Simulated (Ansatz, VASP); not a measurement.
## V in VASP and in Ansatz

File INCAR:

```
PREC = Accurate ; ENCUT = 520
EDIFF = 1E-7 ; ISMEAR = -1
SIGMA = 0.05 ; LREAL = F
LASPH = T ; NELM = 60
ALGO = Normal ; ISIF = 2
LWAVE = F ; LCHARG = F
GGA = PS ; NBANDS = 20
```

Contents of KPOINTS:

```
Automatic mesh
0
Gamma
  12 12 6
```

File POSCAR:

```
V
1.0
    2.6042941027      0.0000000000      0.0000000000
   -1.3021470513      2.2553848518      0.0000000000
    0.0000000000      0.0000000000      4.7233360000
V
2
Direct
    0.3333333333      0.6666666667      0.2500000000
    0.6666666667      0.3333333333      0.7500000000
```

The input input.yaml:

```yaml
crystal:
  lattice:
    - [2.6042941027, 0.0, 0.0]
    - [-1.3021470513, 2.2553848518, 0.0]
    - [0.0, 0.0, 4.723336]
  atoms:
    - { symbol: V, position: [0.3333333333, 0.6666666667, 0.25] }
    - { symbol: V, position: [0.6666666667, 0.3333333333, 0.75] }
kpoints:
  mp_grid: { grid: [12, 12, 6] }
scf:
  occupations: { method: fermi_dirac, width: 0.05 }
hamiltonian:
  xc: pbesol
  pseudopotentials: { kind: all_electron, lapw: { basis_error: 0.001 } }
output:
  forces: true
  stress: true
  eigenvalues: true
```

Alike in both runs: task single point; functional PBEsol; k mesh 12 × 12 × 6; occupations fermi-dirac, width 0.05 eV; no spin polarisation.

|  | VASP | Ansatz |
| --- | --- | --- |
| version | VASP 6.6.1 | Ansatz 0.2.0 |
| potentials or method | VASP PAW PBE potentials, release 64 (V_sv), cutoff 520 eV | all-electron LAPW, scalar-relativistic |

```csv
,VASP,Ansatz,Ansatz less VASP
gap on the k mesh at the Fermi level (eV),none,none,-
pressure (GPa),-7.0,-7.2,-0.20
"traceless stress, the component that is largest in VASP (GPa)",-0.11,-0.09,+0.011
```

VASP's potentials were made for PBE, not for PBEsol. A gap of «none» marks a metal or a gap that the smearing closes. Ansatz ran all-electron here, and VASP with PAW potentials.
